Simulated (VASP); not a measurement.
A run of VASP 6.6.1 is set up as follows.

INCAR

```
SYSTEM = SnO2
PREC = Accurate
ENCUT = 520
EDIFF = 1E-6
ISMEAR = 0
SIGMA = 0.05
LREAL = .FALSE.
LASPH = .TRUE.
NELM = 80
ALGO = Normal
ISIF = 2
LWAVE = .FALSE.
LCHARG = .FALSE.
NBANDS = 64
```

The input KPOINTS:

```
Automatic mesh
0
G
  6 6 6
  0 0 0
```

File POSCAR:

```
SnO2
1.0
    4.7772219600      0.0000000000      0.0000000000
    0.0000000000      6.1018567705      0.0000000000
    0.0000000000      0.0000000000      5.2853653804
Sn O
4 8
Direct
    0.5000000000      0.6673419135      0.7500000000
    0.0000000000      0.8326580865      0.2500000000
    0.5000000000      0.3326580865      0.2500000000
    0.0000000000      0.1673419135      0.7500000000
    0.7309254637      0.6050162923      0.0776916535
    0.2309254637      0.8949837077      0.9223083465
    0.7690745363      0.8949837077      0.5776916535
    0.2690745363      0.6050162923      0.4223083465
    0.7309254637      0.3949837077      0.5776916535
    0.2309254637      0.1050162923      0.4223083465
    0.7690745363      0.1050162923      0.0776916535
    0.2690745363      0.3949837077      0.9223083465
```

Potentials or basis: VASP PAW LDA potentials, release 64 (Sn_d, O).

Launch:

```sh
$ cat potpaw_LDA.64/Sn_d/POTCAR potpaw_LDA.64/O/POTCAR > POTCAR
$ mpirun -np 1 vasp_std > vasp.out
```

**Question.** Estimate the largest force.

**Answer.** 0.233 eV/Å.

**Question.** Estimate the pressure.

**Answer.** -16.0 GPa.

**Question.** What does it give for the band gap on the k mesh?

**Answer.** 0.50 eV.

Forces on the atoms (eV/Å):
```
Sn   0.000 -0.233  0.000
Sn   0.000  0.233  0.000
Sn   0.000  0.233  0.000
Sn   0.000 -0.233  0.000
O   -0.103  0.201  0.030
O   -0.103 -0.201 -0.030
O    0.103 -0.201  0.030
O    0.103  0.201 -0.030
O   -0.103 -0.201  0.030
O   -0.103  0.201 -0.030
O    0.103  0.201  0.030
O    0.103 -0.201 -0.030
```

Caveat: the cell stands under tension; spin-orbit coupling is left out, which moves the levels of the heavy elements.
